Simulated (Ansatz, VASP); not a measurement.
## SnO in VASP and in Ansatz

```
Sn O
1.0
     3.31753    0.02956   -0.03082
     0.04998    5.56995    0.01166
    -0.03878    0.00868    4.22098
Sn O
2 2
Cartesian
  -0.0546 1.2786 2.1188
  1.7255 4.2703 0.0811
  0.0276 4.9576 3.1335
  1.6608 0.6760 0.9905
```

Change from the starting cell: all atoms moved at random (sigma 0.03 Å a component), cell strained at random (sigma 0.01).

Alike in both runs: task single point; functional LDA; k mesh 8 × 6 × 6; occupations gaussian, width 0.05 eV; no spin polarisation.

|  | VASP | Ansatz |
| --- | --- | --- |
| version | VASP 6.6.1 | Ansatz 0.2.0 |
| potentials or method | VASP PAW LDA potentials, release 64 (Sn_d, O), cutoff 520 eV | scalar-relativistic, plane waves, PAW |
| valence electrons in the cell | 40 | 40 |

```tsv
	VASP	Ansatz	Ansatz less VASP
gap on the k mesh at the Fermi level (eV)	1.31	1.33	+0.028
least direct gap on the mesh (eV)	1.82	1.85	+0.035
pressure (GPa)	-2.5	-2.8	-0.31
traceless stress, the component that is largest in VASP (GPa)	1.54	1.49	-0.046
rms of the force components (eV/Å)	0.455	0.447	-0.0076
```

LDA's correlation is that of Perdew and Zunger in VASP and of Perdew and Wang (1992) in Ansatz. Atom by atom the forces differ by 0.046 eV/Å (rms over components).
